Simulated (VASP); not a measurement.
# C (P6_3/mmc) in VASP: a series of runs, part 2 of 2

VASP 6.6.1. Earlier steps stand in the parts before.

## 3. Single point, BLYP+D4

The COD entry that gives the cell may itself be a prediction, so a difference from it is no test against experiment.

This run uses another cell than the first one, of 5.67 Å³/atom, 1.017 times its volume.

Input file INCAR:

```
  AGGAC = 1.0
  AGGAX = 1.0
  ALDAC = 0.0
  ALDAX = 1.0
  ALGO = Normal
  EDIFF = 1E-6
  ENCUT = 520
  GGA = B5
  ISIF = 2
  ISMEAR = -1
  IVDW = 13
  LASPH = T
  LCHARG = F
  LREAL = F
  LWAVE = F
  NBANDS = 26
  NELM = 80
  PREC = Accurate
  SIGMA = 0.05
  VDW_A1 = 0.44488865
  VDW_A2 = 4.0933009
  VDW_S6 = 1.0
  VDW_S8 = 2.34076671
```

Input file KPOINTS:

```
k-points
0
Gamma
  12 12 4
```

Input file POSCAR:

```
C
1.0
    2.5221000000      0.0000000000      0.0000000000
   -1.2610500000      2.1842026709      0.0000000000
    0.0000000000      0.0000000000      8.2371000000
C
8
Direct
    0.6666666667      0.3333333333      0.8437500000
    0.3333333333      0.6666666667      0.3437500000
    0.6666666667      0.3333333333      0.6562500000
    0.3333333333      0.6666666667      0.1562500000
    0.0000000000      0.0000000000      0.9062500000
    0.0000000000      0.0000000000      0.4062500000
    0.0000000000      0.0000000000      0.5937500000
    0.0000000000      0.0000000000      0.0937500000
```

Potentials or basis: VASP PAW PBE potentials, release 64 (C).

The run is started by

```sh
> cat potpaw_PBE.64/C/POTCAR > POTCAR
> mpirun -np 1 vasp_std > vasp.out
```

OUTCAR:

```text
EDIFF = 1E-6
   ENCUT = 520
   GGA = B5
   ISIF = 2
   ISMEAR = -1
   IVDW = 13
   LASPH = T
   LREAL = F
   NELM = 80
   PREC = Accurate

 ion  position               nearest neighbor table
   1  0.667  0.333  0.844-   3 1.54   5 1.54   5 1.54   5 1.54
   2  0.333  0.667  0.344-   4 1.54   6 1.54   6 1.54   6 1.54
   3  0.667  0.333  0.656-   1 1.54   7 1.54   7 1.54   7 1.54
   4  0.333  0.667  0.156-   2 1.54   8 1.54   8 1.54   8 1.54
   5  0.000  0.000  0.906-   8 1.54   1 1.54   1 1.54   1 1.54
   6  0.000  0.000  0.406-   7 1.54   2 1.54   2 1.54   2 1.54
   7  0.000  0.000  0.594-   6 1.54   3 1.54   3 1.54   3 1.54
   8  0.000  0.000  0.094-   5 1.54   4 1.54   4 1.54   4 1.54

  LATTYP: Found a hexagonal cell.
 ALAT       =     2.5221000000
 C/A-ratio  =     3.2659688355

  Lattice vectors:

 A1 = (   2.5221000000,   0.0000000000,   0.0000000000)
 A2 = (  -1.2610500000,   2.1842026709,   0.0000000000)
 A3 = (   0.0000000000,   0.0000000000,   8.2371000000)

[... 192 lines left out ...]
 fundamental gap:      4.7529545370
 Fermi energy:        11.1575489758

 k-point     1 :       0.0000    0.0000    0.0000
  band No.  band energies     occupation
      1     -11.1901      2.00000
      2      -9.5096      2.00000
      3      -9.4609      2.00000
      4      -5.4624      2.00000
      5      -3.1071      2.00000
      6       3.5671      2.00000
[... 685 lines left out ...]
     25      20.6834      0.00000
     26      22.6292      0.00000

 [... further k-points ...]

------------------------ aborting loop because EDIFF is reached ----------------------------------------

  DFT-D4 for vdW energy calculation

  Edisp (eV):   -3.32073

  FORCE on cell =-STRESS in cart. coord.  units (eV):
  Direction    XX          YY          ZZ          XY          YZ          ZX
  --------------------------------------------------------------------------------------
  -------------------------------------------------------------------------------------
  Total      -0.71002    -0.71002     2.79202     0.00000     0.00000     0.00000
  in kB     -25.06968   -25.06968    98.58255     0.00000     0.00000     0.00000
  external pressure =       16.15 kB  Pullay stress =        0.00 kB

 VOLUME and BASIS-vectors are now :
 -----------------------------------------------------------------------------
  energy-cutoff  :      520.00
  volume of cell :       45.38
      direct lattice vectors                 reciprocal lattice vectors
     2.522100000  0.000000000  0.000000000     0.396494984  0.228916486  0.000000000
    -1.261050000  2.184202671  0.000000000     0.000000000  0.457832972  0.000000000
     0.000000000  0.000000000  8.237100000     0.000000000  0.000000000  0.121401950

 POSITION                                       TOTAL-FORCE (eV/Angst)
 -----------------------------------------------------------------------------------
      1.26105      0.72807      6.95005        -0.000000      0.000000      0.311507
     -0.00000      1.45614      2.83150         0.000000     -0.000000      0.311507
      1.26105      0.72807      5.40560        -0.000000      0.000000     -0.311507
     -0.00000      1.45614      1.28705         0.000000     -0.000000     -0.311507
      0.00000      0.00000      7.46487         0.000000     -0.000000      0.336404
      0.00000      0.00000      3.34632         0.000000     -0.000000      0.336404
      0.00000      0.00000      4.89078         0.000000     -0.000000     -0.336404
      0.00000      0.00000      0.77223         0.000000     -0.000000     -0.336404
 -----------------------------------------------------------------------------------
    total drift:                               -0.000000      0.000000      0.000000

  FREE ENERGIE OF THE ION-ELECTRON SYSTEM (eV)
  ---------------------------------------------------
  free  energy   TOTEN  =       -70.0795137556 eV

  energy  without entropy=      -70.0795137556  energy(sigma->0) =      -70.07951376
```

OSZICAR:

```text
N       E                     dE             d eps       ncg     rms          rms(c)
DAV:   1     0.682041379480E+02    0.68204E+02   -0.16678E+04  2964   0.120E+03
DAV:   2    -0.647994890838E+02   -0.13300E+03   -0.12533E+03  3898   0.229E+02
DAV:   3    -0.697216858001E+02   -0.49222E+01   -0.48836E+01  4064   0.390E+01
DAV:   4    -0.697692532020E+02   -0.47567E-01   -0.47489E-01  3838   0.421E+00
DAV:   5    -0.697701507253E+02   -0.89752E-03   -0.89689E-03  4006   0.536E-01    0.113E+01
DAV:   6    -0.675355267100E+02    0.22346E+01   -0.16143E+00  3396   0.686E+00    0.664E+00
DAV:   7    -0.667550672602E+02    0.78046E+00   -0.21196E+00  3552   0.797E+00    0.149E+00
DAV:   8    -0.667588332653E+02   -0.37660E-02   -0.43595E-02  3876   0.114E+00    0.850E-02
DAV:   9    -0.667587429061E+02    0.90359E-04   -0.65322E-04  3730   0.158E-01    0.402E-02
DAV:  10    -0.667587826167E+02   -0.39711E-04   -0.49862E-05  3938   0.477E-02    0.104E-02
DAV:  11    -0.667587810220E+02    0.15947E-05   -0.10162E-06  2812   0.683E-03    0.256E-03
DAV:  12    -0.667587808764E+02    0.14564E-06   -0.21681E-07  2704   0.309E-03
   1 F= -.70079514E+02 E0= -.70079514E+02  d E =-.130429E-10
```

It took 56 s on 1 thread of AMD EPYC 9R45 (Zen 5), shared host; peak memory 0.15 GiB.

What came out:

```
Free energy                : -70.0795 eV
Pressure                   : 1.6 GPa
Largest force              : 0.336 eV/Å
Band gap on the k mesh     : 4.75 eV, indirect (least direct gap 5.35 eV)
Dispersion energy per atom : -0.415 eV
```

Forces in eV/Å, atoms in the order of the input:
```
C    0.000  0.000  0.312
C    0.000  0.000  0.312
C    0.000  0.000 -0.312
C    0.000  0.000 -0.312
C    0.000  0.000  0.336
C    0.000  0.000  0.336
C    0.000  0.000 -0.336
C    0.000  0.000 -0.336
```

Caveat: the PAW data sets were made with another functional, which shifts forces and pressure a little. A k mesh can miss the band edges.
